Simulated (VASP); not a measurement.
# Si (P6_3/mmc) in VASP: G0W0 quasiparticle levels with r2SCAN

Aim: the G0W0 quasiparticle levels of Si with r2SCAN.

Everything below comes from runs of VASP 6.6.1. Logs are shortened: lines on timing, memory, paths and dates and some standing lists are left out, and cuts for length are marked.

## 1. The cell of the first run

It takes space group P6_3/mmc (No. 194, hexagonal). Conventional cell: a = 3.832 Å, b = 3.832 Å, c = 6.341 Å, α = 90.00°, β = 90.00°, γ = 120.00°. Within 3.1 Å of Si (site symmetry 3m) lie 4 Si at 2.35 to 2.37 Å.

This isn't the form of Si at room conditions, which is diamond.

## 2. G0W0 quasiparticle levels, r2SCAN

POSCAR

```
Si
1.0
    3.8321167759      0.0000000000      0.0000000000
   -1.9160583880      3.3187104782      0.0000000000
    0.0000000000      0.0000000000      6.3412387344
Si
4
Direct
    0.3333333333      0.6666666667      0.0630612455
    0.6666666667      0.3333333333      0.5630612455
    0.3333333333      0.6666666667      0.4369387545
    0.6666666667      0.3333333333      0.9369387545
```

INCAR.step1

```
SYSTEM = Si
PREC = Accurate ; ENCUT = 500
EDIFF = 1E-8 ; ISMEAR = 0
SIGMA = 0.01 ; LREAL = .FALSE.
LASPH = .TRUE. ; NELM = 100
ALGO = Normal ; LWAVE = .TRUE.
LCHARG = .FALSE. ; METAGGA = R2SCAN
LMIXTAU = .TRUE.
```

INCAR.step2

```
SYSTEM = Si
PREC = Accurate ; ENCUT = 500
EDIFF = 1E-8 ; ISMEAR = 0
SIGMA = 0.01 ; LREAL = .FALSE.
LASPH = .TRUE. ; NELM = 1
ALGO = Exact ; LWAVE = .TRUE.
LCHARG = .FALSE. ; METAGGA = R2SCAN
LMIXTAU = .TRUE. ; NBANDS = 311
LOPTICS = .TRUE. ; ISTART = 1
```

INCAR.step3

```
SYSTEM = Si
PREC = Accurate ; ENCUT = 500
EDIFF = 1E-8 ; ISMEAR = 0
SIGMA = 0.01 ; LREAL = .FALSE.
LASPH = .TRUE. ; ALGO = EVGW0
LWAVE = .FALSE. ; LCHARG = .FALSE.
METAGGA = R2SCAN ; LMIXTAU = .TRUE.
NELMGW = 1 ; NBANDS = 311
ENCUTGW = 140.0 ; NOMEGA = 96
PRECFOCK = Fast ; ISTART = 1
NBANDSGW = 16 ; OMEGAMAX = 20
```

KPOINTS

```
Automatic mesh
0
G
  6 6 2
  0 0 0
```

Potentials or basis: VASP PAW PBE potentials, release 64 (Si_GW).

Launch:

```console
$ cat potpaw_PBE.64/Si_GW/POTCAR > POTCAR
$ cp INCAR.step1 INCAR
$ mpirun -np 1 vasp_std > vasp.out
$ cp INCAR.step2 INCAR
$ mpirun -np 1 vasp_std > vasp.out
$ cp INCAR.step3 INCAR
$ mpirun -np 1 vasp_std > vasp.out
```

OUTCAR:

```text
SYSTEM = Si
   PREC = Accurate
   ENCUT = 500
   EDIFF = 1E-8
   ISMEAR = 0
   LREAL = .FALSE.
   LASPH = .TRUE.
   METAGGA = R2SCAN
   NELMGW = 1
   ENCUTGW = 140.0
   PRECFOCK = Fast
   ISTART = 1

 ion  position               nearest neighbor table
   1  0.333  0.667  0.063-   4 2.35   4 2.35   4 2.35   3 2.37
   2  0.667  0.333  0.563-   3 2.35   3 2.35   3 2.35   4 2.37
   3  0.333  0.667  0.437-   2 2.35   2 2.35   2 2.35   1 2.37
   4  0.667  0.333  0.937-   1 2.35   1 2.35   1 2.35   2 2.37

  LATTYP: Found a hexagonal cell.
 ALAT       =     3.8321167759
 C/A-ratio  =     1.6547613513

  Lattice vectors:

 A1 = (   3.8321167759,   0.0000000000,   0.0000000000)
 A2 = (  -1.9160583880,   3.3187104782,   0.0000000000)
 A3 = (   0.0000000000,   0.0000000000,   6.3412387344)

Analysis of symmetry for initial positions (statically):
=====================================================================
 Subroutine PRICEL returns:
 Original cell was already a primitive cell.

 Routine SETGRP: Setting up the symmetry group for a
 hexagonal supercell.

 Subroutine GETGRP returns: Found 24 space group operations
 (whereof 12 operations were pure point group operations)
 out of a pool of 24 trial point group operations.

The static configuration has the point symmetry D_3d.
 The point group associated with its full space group is D_6h.

Analysis of symmetry for dynamics (positions and initial velocities):
=====================================================================
 Subroutine PRICEL returns:
 Original cell was already a primitive cell.

 Routine SETGRP: Setting up the symmetry group for a
 hexagonal supercell.

 Subroutine GETGRP returns: Found 24 space group operations
 (whereof 12 operations were pure point group operations)
 out of a pool of 24 trial point group operations.

The dynamic configuration has the point symmetry D_3d.
 The point group associated with its full space group is D_6h.

 Subroutine INISYM returns: Found 24 space group operations
 (whereof 12 operations are pure point group operations),
 and found     1 'primitive' translations

----------------------------------------------------------------------------------------

[... 63 lines left out ...]
  0.500000  0.000000  0.500000      3.000000
  0.166667  0.166667  0.500000      6.000000
  0.333333  0.166667  0.500000     12.000000
  0.333333  0.333333  0.500000      2.000000
   k-points           NKPTS =     14   k-points in BZ     NKDIM =     72   number of bands    NBANDS=    311
   number of dos      NEDOS =    301   number of ions     NIONS =      4
   total plane-waves  NPLWV =  37632
   dimension x,y,z NGX =    28 NGY =   28 NGZ =   48
   dimension x,y,z NGXF=    56 NGYF=   56 NGZF=   96
   ions per type =               4
   NGX,Y,Z   is equivalent  to a cutoff of  12.15, 12.15, 12.58 a.u.
   NGXF,Y,Z  is equivalent  to a cutoff of  24.29, 24.29, 25.17 a.u.
 SYSTEM =  Si
   PREC   = accura    normal or accurate (medium, high low for compatibility)
   ISTART =      1    job   : 0-new  1-cont  2-samecut
   ICHARG =      0    charge: 1-file 2-atom 10-const
   ISPIN  =      1    spin polarized calculation?
   LNONCOLLINEAR =      F non collinear calculations
   LSORBIT =      F    spin-orbit coupling
   LASPH  =      T    aspherical Exc in radial PAW
   ENCUT  =  500.0 eV  36.75 Ry    6.06 a.u.   6.99  6.99 11.56*2*pi/ulx,y,z
   NELM   =     60;   NELMIN=  2; NELMDL=  0     # of ELM steps
   EDIFF  = 0.1E-07   stopping-criterion for ELM
   LREAL  =      F    real-space projection
   EDIFFG = 0.1E-06   stopping-criterion for IOM
   NSW    =      0    number of steps for IOM
   IBRION =     -1    ionic relax: 0-MD 1-quasi-New 2-CG
   NFREE  =      0    steps in history (QN), initial steepest desc. (CG)
   ISIF   =      0    stress and relaxation
   ISYM   =      3    0-nonsym 1-usesym 2-fastsym
   POTIM  = 0.5000    time-step for ionic-motion
   TEBEG  =    0.0;   TEEND  =   0.0 temperature during run
   PSTRESS=    0.0 pullay stress
   NELECT =      16.0000    total number of electrons
   NUPDOWN=      -1.0000    fix difference up-down
   EMIN   =  10.00;   EMAX   =-10.00  energy-range for DOS
   EFERMI =   0.00;   METHOD = LEGACY
   ISMEAR =     0;   SIGMA  =   0.01  broadening in eV -4-tet -1-fermi 0-gaus
   EFERMI_NEDOS =   21; number of points for ismear=-14 and -15
   IALGO  =     38    algorithm
   IMIX   =      4    mixing-type and parameters
     AMIX     =   0.40;   BMIX     =  1.00
     AMIX_MAG =   1.60;   BMIX_MAG =  1.00
  volume/ion in A,a.u.               =      20.16       136.06
  Fermi-wavevector in a.u.,A,eV,Ry     =   0.954818  1.804345 12.404133  0.911678
  Thomas-Fermi vector in A             =   2.083600
   LORBIT       =      0    0 simple, 1 ext, 2 COOP (PROOUT), +10 PAW based schemes
   METAGGA = R2SCAN    functional components
   LHFCALC =     T    Hartree Fock is set to
   PRECFOCK=fast      Normal, Fast or Accurate (Low or Medium for compatibility)
   ENCUT4O =  -1.0   cutoff for four orbital integrals eV
   NKREDX  =     1    reduce k-point grid by
   NKREDY  =     1    reduce k-point grid by
   NKREDZ  =     1    reduce k-point grid by
   AEXX    =    1.0000 exact exchange contribution
   HFSCREEN=    0.0000 screening length (either q_TF or 0.3 A-1)
   HFSCREENC=   0.0000 screening length for correlation (either q_TF or 0.3 A-1)
   ENCUTFOCK=  -1.0 apply spherical cutoff to Coloumb kernel
   IVDW    =     0    specifies the selected vdW correction
   LEPSILON=     F    determine dielectric tensor
   LRPA    =     F    only Hartree local field effects (RPA)
   LRPAFORCE           =     F    calculate RPA forces
   ENCUTGW             = 140.0    cutoff for response function in eV
   ENCUTGWSOFT         = 112.0    soft cutoff for Coulomb kernel in GW response function in eV
   ENCUTLF             =  -1.0    cutoff for local field effects
   NELMGW              =     1    number of iterations in solving QP/BSE equation
   NELMHF              =     1    number of iterations in the inner HF iteration
   NKREDLFX            =     1    NKREDLFY  =   1   NKREDLFZ  =   1
 non-spin polarized calculation
 Gauss-broadening in eV      SIGMA  =   0.01
  energy-cutoff  :      500.00
  volume of cell :       80.65
 maximum number of plane-waves:      2060
 NGX is ok and might be reduce to    28
  NGX = 16; NGY = 16; NGZ = 28
   NGX = 13   NGY = 13   NGZ = 23
 maximum number of plane-waves:       316

 QP shifts <psi_nk| G(iteration)W_0 |psi_nk>: iteration 1
 for sc-GW calculations column KS-energies equals QP-energies in previous step
 and V_xc(KS)=  KS-energies - (<T + V_ion + V_H > + <T+V_H+V_ion>^1  + <V_x>^1)

 k-point   1 :       0.0000    0.0000    0.0000
  band No.  KS-energies  QP-energies   sigma(KS)   V_xc(KS)     V^pw_x(r,r')   Z            occupation Imag(sigma)

      1      -7.1902      -7.1925     -11.1113     -11.1077     -17.4973       0.6607       2.0000       1.1558
      2      -4.7986      -4.9011     -11.5203     -11.3707     -16.8927       0.6847       2.0000       0.7970
      3      -1.9499      -2.1652     -10.8863     -10.5746     -14.8810       0.6904       2.0000       0.3724
      4       3.9747       3.5367     -11.8545     -11.2771     -13.0207       0.7586       2.0000       0.0345
      5       3.9747       3.5367     -11.8545     -11.2771     -13.0207       0.7586       2.0000       0.0345
      6       5.2015       4.7604     -12.0028     -11.4272     -12.7076       0.7665       2.0000       0.0263
[... 255 lines left out ...]
      2      -3.5728      -3.7102     -11.6174     -11.4207     -16.4547       0.6982       2.0000       0.6236
      3      -2.1563      -2.3696     -11.4331     -11.1290     -15.5621       0.7016       2.0000       0.4198
      4      -2.1563      -2.3696     -11.4331     -11.1290     -15.5621       0.7016       2.0000       0.4198
      5       0.9039       0.5306     -10.6861     -10.1697     -13.0634       0.7229       2.0000       0.1036
      6       0.9039       0.5306     -10.6861     -10.1697     -13.0634       0.7229       2.0000       0.1036
[... 8 lines left out ...]
     15      12.2786      12.1228      -9.6364      -9.4288      -4.4813       0.7504       0.0000      -0.1844
     16      12.2786      12.1228      -9.6364      -9.4288      -4.4813       0.7504       0.0000      -0.1844
```

Run time: 16 min. Hardware: 1 thread of AMD EPYC 9R45 (Zen 5), shared host; peak memory 1.6 GiB.

Results:

- Quasiparticle gap: 1.04 eV
- Least direct quasiparticle gap: 1.79 eV
- Band gap of the starting levels on the mesh: 0.62 eV
- Least direct gap of the starting levels on the mesh: 1.36 eV

Caveat: the k points lie up to 0.50 Å⁻¹ apart; bands, screening cutoff and mesh are small and nothing is extrapolated, so the quasiparticle values aren't converged.
